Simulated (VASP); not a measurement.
Here is a VASP 6.6.1 calculation.

INCAR

```
ALGO = Normal
EDIFF = 1E-6
ENCUT = 520
GGA = PE
ISIF = 2
ISMEAR = 0
LASPH = T
LCHARG = F
LREAL = F
LWAVE = F
NBANDS = 16
NELM = 80
PREC = Accurate
SIGMA = 0.05
```

Contents of KPOINTS:

```
k-points
0
Gamma
  10 10 10
```

File POSCAR:

```
LaRe
1.0
    3.5835543759      0.0000000000      0.0000000000
    0.0000000000      3.5835543759      0.0000000000
    0.0000000000      0.0000000000      3.5835543759
La Re
1 1
Direct
    0.0000000000      0.0000000000      0.0000000000
    0.5000000000      0.5000000000      0.5000000000
```

Potentials or basis: VASP PAW PBE potentials, release 64 (La, Re).

The run is started by

```console
$ cat potpaw_PBE.64/La/POTCAR potpaw_PBE.64/Re/POTCAR > POTCAR
$ mpirun -np 1 vasp_std > vasp.out
```

**Question.** What does it give for the pressure?

**Answer.** -0.1 GPa.

**Question.** Predict the band gap on the k mesh.

**Answer.** Zero (bands 9 and 10 overlap by 1.99 eV).

Caveat: spin-orbit coupling is left out, which moves the levels of the heavy elements.
